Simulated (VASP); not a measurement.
# SrTiO3 (Pm-3m) in VASP: notebook

Runs on SrTiO3. Level: PBE. Tasks: single point.

Everything below comes from runs of VASP 6.6.1. Logs are shortened: lines on timing, memory, paths and dates and some standing lists are left out, and cuts for length are marked.

## (1) The cell of the first run

The structure is cubic, space group Pm-3m (No. 221). The conventional cell has a = 3.815 Å, b = 3.815 Å, c = 3.815 Å, α = 90.00°, β = 90.00°, γ = 90.00°. Sr (site symmetry m-3m) has 12 O at 2.70 Å and 8 Ti at 3.30 Å within 3.6 Å. Within 2.5 Å of Ti (site symmetry m-3m) lie 6 O at 1.91 Å. Within 2.5 Å of O (site symmetry 4/mmm) lie 2 Ti at 1.91 Å.

## (2) Single point, PBE (volume scaled by 0.91)

File INCAR:

```
SYSTEM = SrTiO3
  PREC = Accurate
  ENCUT = 520
  EDIFF = 1E-6
  ISMEAR = 0
  SIGMA = 0.02
  LREAL = .FALSE.
  LASPH = .TRUE.
  NELM = 100
  ALGO = Normal
  ISIF = 2
  LWAVE = .FALSE.
  LCHARG = .TRUE.
  GGA = PE
  LELF = .TRUE.
  LVHAR = .TRUE.
  NBANDS = 28
```

File KPOINTS:

```
Automatic mesh
0
G
  8 8 8
  0 0 0
```

File POSCAR:

```
SrTiO3
1.0
    3.8145807104      0.0000000000      0.0000000000
    0.0000000000      3.8145807104      0.0000000000
    0.0000000000      0.0000000000      3.8145807104
Sr Ti O
1 1 3
Direct
    0.5000000000      0.5000000000      0.5000000000
    0.0000000000      0.0000000000      0.0000000000
    0.5000000000      0.0000000000      0.0000000000
    0.0000000000      0.5000000000      0.0000000000
    0.0000000000      0.0000000000      0.5000000000
```

Potentials or basis: VASP PAW PBE potentials, release 64 (Sr_sv, Ti_sv, O).

Run with:

```console
$ cat potpaw_PBE.64/Sr_sv/POTCAR potpaw_PBE.64/Ti_sv/POTCAR potpaw_PBE.64/O/POTCAR > POTCAR
$ mpirun -np 1 vasp_std > vasp.out
```

OUTCAR:

```text
SYSTEM = SrTiO3
   PREC = Accurate
   ENCUT = 520
   EDIFF = 1E-6
   ISMEAR = 0
   LREAL = .FALSE.
   LASPH = .TRUE.
   NELM = 100
   ISIF = 2
   GGA = PE

 ion  position               nearest neighbor table
   1  0.500  0.500  0.500-   3 2.70   4 2.70   5 2.70   3 2.70   4 2.70   3 2.70   5 2.70   3 2.70
                             4 2.70   5 2.70   4 2.70   5 2.70   2 3.30   2 3.30   2 3.30   2 3.30
   2  0.000  0.000  0.000-   3 1.91   4 1.91   5 1.91   5 1.91   4 1.91   3 1.91   1 3.30   1 3.30
                             1 3.30   1 3.30   1 3.30   1 3.30   1 3.30   1 3.30
   3  0.500  0.000  0.000-   2 1.91   2 1.91   1 2.70   1 2.70   1 2.70   1 2.70
   4  0.000  0.500  0.000-   2 1.91   2 1.91   1 2.70   1 2.70   1 2.70   1 2.70
   5  0.000  0.000  0.500-   2 1.91   2 1.91   1 2.70   1 2.70   1 2.70   1 2.70

  LATTYP: Found a simple cubic cell.
 ALAT       =     3.8145807104

  Lattice vectors:

 A1 = (   3.8145807104,   0.0000000000,   0.0000000000)
 A2 = (   0.0000000000,   3.8145807104,   0.0000000000)
 A3 = (   0.0000000000,   0.0000000000,   3.8145807104)

Analysis of symmetry for initial positions (statically):
=====================================================================
 Subroutine PRICEL returns:
 Original cell was already a primitive cell.

 Routine SETGRP: Setting up the symmetry group for a
 simple cubic supercell.

 Subroutine GETGRP returns: Found 48 space group operations
 (whereof 48 operations were pure point group operations)
 out of a pool of 48 trial point group operations.

The static configuration has the point symmetry O_h .

Analysis of symmetry for dynamics (positions and initial velocities):
=====================================================================
 Subroutine PRICEL returns:
 Original cell was already a primitive cell.

 Routine SETGRP: Setting up the symmetry group for a
 simple cubic supercell.

 Subroutine GETGRP returns: Found 48 space group operations
 (whereof 48 operations were pure point group operations)
 out of a pool of 48 trial point group operations.

The dynamic configuration has the point symmetry O_h .

 Subroutine INISYM returns: Found 48 space group operations
 (whereof 48 operations are pure point group operations),
 and found     1 'primitive' translations

----------------------------------------------------------------------------------------

                                     Primitive cell

[... 96 lines left out ...]
   EDIFF  = 0.1E-05   stopping-criterion for ELM
   LREAL  =      F    real-space projection
   EDIFFG = 0.1E-04   stopping-criterion for IOM
   NSW    =      0    number of steps for IOM
   IBRION =     -1    ionic relax: 0-MD 1-quasi-New 2-CG
   NFREE  =      0    steps in history (QN), initial steepest desc. (CG)
   ISIF   =      2    stress and relaxation
   ISYM   =      2    0-nonsym 1-usesym 2-fastsym
   POTIM  = 0.5000    time-step for ionic-motion
   TEBEG  =    0.0;   TEEND  =   0.0 temperature during run
   PSTRESS=    0.0 pullay stress
   NELECT =      40.0000    total number of electrons
   NUPDOWN=      -1.0000    fix difference up-down
   EMIN   =  10.00;   EMAX   =-10.00  energy-range for DOS
   EFERMI =   0.00;   METHOD = LEGACY
   ISMEAR =     0;   SIGMA  =   0.02  broadening in eV -4-tet -1-fermi 0-gaus
   EFERMI_NEDOS =   21; number of points for ismear=-14 and -15
   IALGO  =     38    algorithm
   IMIX   =      4    mixing-type and parameters
     AMIX     =   0.40;   BMIX     =  1.00
     AMIX_MAG =   1.60;   BMIX_MAG =  1.00
  volume/ion in A,a.u.               =      11.10        74.91
  Fermi-wavevector in a.u.,A,eV,Ry     =   1.467736  2.773619 29.310346  2.154250
  Thomas-Fermi vector in A             =   2.583318
   LORBIT       =      0    0 simple, 1 ext, 2 COOP (PROOUT), +10 PAW based schemes
   GGA     = PE    functional components
   LHFCALC =     F    Hartree Fock is set to
   AEXX    =    0.0000 exact exchange contribution
   IVDW    =     0    specifies the selected vdW correction
   LEPSILON=     F    determine dielectric tensor
   LRPA    =     F    only Hartree local field effects (RPA)
 non-spin polarized calculation
 Gauss-broadening in eV      SIGMA  =   0.02
  energy-cutoff  :      520.00
  volume of cell :       55.51
 maximum number of plane-waves:      1510
   NGX = 15   NGY = 15   NGZ = 15

 number of electron      39.9999990 magnetization

 Free energy of the ion-electron system (eV)
  ---------------------------------------------------
  ext. energy  EPLUGINS =         0.00000000
  ---------------------------------------------------
  free energy    TOTEN  =       -39.76089940 eV

  energy without entropy =      -39.76089940  energy(sigma->0) =      -39.76089940

 E-fermi :   4.8560     XC(G=0): -11.6470

 val. band max:        4.7605555211   @ k =   0.5000   0.5000   0.5000
 cond. band min:       6.7418753414   @ k =   0.0000   0.0000   0.0000
 fundamental gap:      1.9813198204
 Fermi energy:         4.8559876708

 k-point     1 :       0.0000    0.0000    0.0000
  band No.  band energies     occupation
      1     -51.4094      2.00000
      2     -27.8235      2.00000
      3     -27.7069      2.00000
      4     -27.7069      2.00000
      5     -27.7069      2.00000
      6     -12.9256      2.00000
[... 733 lines left out ...]
     27      13.6659      0.00000
     28      13.9119      0.00000

 [... further k-points ...]

------------------------ aborting loop because EDIFF is reached ----------------------------------------

  FORCE on cell =-STRESS in cart. coord.  units (eV):
  Direction    XX          YY          ZZ          XY          YZ          ZX
  --------------------------------------------------------------------------------------
  -------------------------------------------------------------------------------------
  Total        7.1240267      7.1240267      7.1240267     -0.0000000      0.0000000     -0.0000000
  in kB      205.6343658    205.6343658    205.6343658     -0.0000000      0.0000000     -0.0000000
  external PRESSURE =     205.6343658 kB  Pullay stress =       0.0000000 kB

 VOLUME and BASIS-vectors are now :
 -----------------------------------------------------------------------------
  energy-cutoff  :      520.00
  volume of cell :       55.51
      direct lattice vectors                 reciprocal lattice vectors
     3.814580710  0.000000000  0.000000000     0.262152010  0.000000000  0.000000000
     0.000000000  3.814580710  0.000000000     0.000000000  0.262152010  0.000000000
     0.000000000  0.000000000  3.814580710     0.000000000  0.000000000  0.262152010

 POSITION                                       TOTAL-FORCE (eV/Angst)
 -----------------------------------------------------------------------------------
      1.90729      1.90729      1.90729         0.000000      0.000000      0.000000
      0.00000      0.00000      0.00000         0.000000      0.000000      0.000000
      1.90729      0.00000      0.00000         0.000000      0.000000      0.000000
      0.00000      1.90729      0.00000         0.000000      0.000000      0.000000
      0.00000      0.00000      1.90729         0.000000      0.000000      0.000000
 -----------------------------------------------------------------------------------
    total drift:                               -0.000000      0.000000     -0.000000

  FREE ENERGIE OF THE ION-ELECTRON SYSTEM (eV)
  ---------------------------------------------------
  free  energy   TOTEN  =       -39.7608994019 eV

  energy  without entropy=      -39.7608994019  energy(sigma->0) =      -39.76089940
```

stdout:

```text
POSCAR found type information on POSCAR SrTiO
 POSCAR found :  3 types and       5 ions
 scaLAPACK will be used
 LDA part: xc-table for (Slater+PW92), standard interpolation
 POSCAR, INCAR and KPOINTS ok, starting setup
 FFT: planning ... GRIDC
 FFT: planning ... GRID_SOFT
 FFT: planning ... GRID
 WAVECAR not read
 entering main loop
```

Run time: 50 s. Hardware: 1 thread of Intel Xeon Platinum 8259CL at 2.50GHz (Skylake/Cascade Lake), shared host; peak memory 0.19 GiB.

What came out:

* Free energy: -39.7609 eV
* Pressure: 20.6 GPa
* Band gap on the k mesh: 1.98 eV, indirect (least direct gap 2.29 eV)

 A k mesh can miss the band edges.

## (3) Single point, PBE (volume scaled by 0.94)

File INCAR:

```
ALGO = Normal ; EDIFF = 1E-6
ENCUT = 520 ; GGA = PE
ISIF = 2 ; ISMEAR = 0
LASPH = True ; LCHARG = False
LREAL = False ; LWAVE = False
NBANDS = 28 ; NELM = 60
PREC = Accurate ; SIGMA = 0.02
```

File KPOINTS:

```
k-points
0
Gamma
  8 8 8
```

Edit POSCAR of step 2 so:

```diff
@@ -2,5 +2,5 @@
 1.0
-    3.8145807104      0.0000000000      0.0000000000
-    0.0000000000      3.8145807104      0.0000000000
-    0.0000000000      0.0000000000      3.8145807104
+    3.8560467929      0.0000000000      0.0000000000
+    0.0000000000      3.8560467929      0.0000000000
+    0.0000000000      0.0000000000      3.8560467929
 Sr Ti O
```

Potentials or basis: VASP PAW PBE potentials, release 64 (Sr_sv, Ti_sv, O).

Run with:

```console
$ cat potpaw_PBE.64/Sr_sv/POTCAR potpaw_PBE.64/Ti_sv/POTCAR potpaw_PBE.64/O/POTCAR > POTCAR
$ mpirun -np 1 vasp_std > vasp.out
```

Wall time 58 s (1 thread of Intel Xeon Platinum 8259CL at 2.50GHz (Skylake/Cascade Lake), shared host); peak memory 0.2 GiB.

Results (log left out):

- Free energy: -39.9528 eV
- Pressure: 12.8 GPa
- Band gap on the k mesh: 1.93 eV, indirect (least direct gap 2.26 eV)

Levels at points of the mesh, in eV from the valence-band top:
```tsv
k point	band 16	band 17	band 18	band 19	band 20	band 21	band 22	band 23	band 24	band 25
(0.00, 0.00, 0.00)	-1.23	-1.23	-0.33	-0.33	-0.33	1.93	1.93	1.93	4.57	4.57
(0.50, 0.00, 0.00)	-2.45	-2.45	-2.11	-0.72	-0.72	2.11	3.98	3.98	4.60	6.92
(0.50, 0.50, 0.00)	-3.00	-1.69	-1.61	-1.61	-0.10	3.99	3.99	4.46	5.63	8.08
(0.50, 0.50, 0.50)	-3.84	-3.84	0.00	0.00	0.00	4.71	4.71	4.71	7.09	7.09
```
